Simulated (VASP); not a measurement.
Ge: single point with PBEsol

Ge:

```
CELL_PARAMETERS angstrom
1.38261 -2.51950 0.00000
1.38261 2.51950 0.00000
0.00000 0.00000 2.56345
ATOMIC_POSITIONS crystal
Ge 0.50000 0.50000 0.00000
```

This cell differs from its parent crystal: strain -0.0300 x Voigt [0, 0, 1, 0, 0, 0].

| Property | Result |
| --- | --- |
| Program | VASP 6.6.1 |
| Task | single point |
| Functional | PBEsol |
| Potentials or basis | VASP PAW PBE potentials, release 64 (Ge_d) |
| Cutoff | 520 eV |
| k mesh | 24 × 24 × 22 |
| Occupations | gaussian, width 0.15 eV |
| Spin | no spin polarisation |

| Property | Result |
| --- | --- |
| Pressure | 2.5 GPa |
| Band gap on the k mesh | zero (bands 7 and 8 overlap by 11.34 eV) |

Stress tensor (GPa, compression positive):
```
 1.70  0.00  0.00
 0.00 -0.98  0.00
 0.00  0.00  6.75
```

Levels at points of the mesh, in eV from the Fermi level:
```
           k point  band 3  band 4  band 5  band 6  band 7  band 8  band 9  band 10  band 11  band 12
(0.00, 0.00, 0.00)  -24.64  -24.49  -24.48  -13.69    7.59    8.00    8.67    11.01    13.19    14.86
(0.50, 0.00, 0.00)  -24.54  -24.51  -24.50   -8.34   -5.95    3.49    7.55    12.16    17.73    18.18
(0.50, 0.50, 0.00)  -24.54  -24.52  -24.49   -8.99   -6.12    4.81    8.80    11.65    17.52    17.60
(0.00, 0.00, 0.50)  -24.60  -24.58  -24.51   -9.08   -6.33   11.14   12.24    16.51    17.19    18.00
(0.50, 0.00, 0.50)  -24.62  -24.51  -24.38   -3.24   -2.26   -2.12    3.40     7.03    12.52    13.51
(0.50, 0.50, 0.50)  -24.60  -24.51  -24.40   -3.97   -2.59   -2.39    3.11     8.37    13.88    14.66
```

Wall time 2.6 min on 1 thread of Intel(R) Xeon(R) Platinum 8259CL CPU @ 2.50GHz (Skylake/Cascade Lake), on a shared host, peak memory 0.48 GiB.

Caveat: the cell differs from its parent crystal (strain -0.0300 x Voigt [0, 0, 1, 0, 0, 0]); the stress differs along the axes, from -1 to 7 GPa; the PAW data sets were made with another functional, which shifts forces and pressure a little.
